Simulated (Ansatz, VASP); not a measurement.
# Two plane-wave programs on GaB2As3

```
Ga B As
1.0
     3.60944    0.00000    0.00000
    -1.80472    3.12587    0.00000
     0.00000    0.00000    8.99274
Ga B As
1 2 3
Direct
  0.33333 0.66667 0.66396
  0.00000 0.00000 0.01218
  0.66667 0.33333 0.31708
  0.00000 0.00000 0.78123
  0.33333 0.66667 0.39035
  0.66667 0.33333 0.08520
```

Alike in both runs: functional PBE; k mesh 6 × 6 × 2; occupations gaussian, width 0.1 eV; no spin polarisation.

Ansatz relaxed the structure, and its values are those at the end. VASP's run is a single point on that final structure, the one shown.

|  | VASP | Ansatz |
| --- | --- | --- |
| version | VASP 6.6.1 | Ansatz 0.2.0 |
| potentials or method | VASP PAW PBE potentials, release 64 (Ga_d, B, As), cutoff 520 eV | scalar-relativistic, plane waves, PAW |
| valence electrons in the cell | 34 | 64 |

```tsv
	VASP	Ansatz	Ansatz less VASP
gap on the k mesh at the Fermi level (eV)	0.34	0.35	+0.013
least direct gap on the mesh (eV)	0.41	0.42	+0.006
pressure (GPa)	0.4	0.0	-0.33
rms of the force components (eV/Å)	0.010	0.011	+0.0013
```

With one functional, cell and mesh, what is left measures potentials, basis and numerics. VASP's potentials hold 34 valence electrons a cell and Ansatz's 64, so a difference there can come from the potentials and not from the codes.
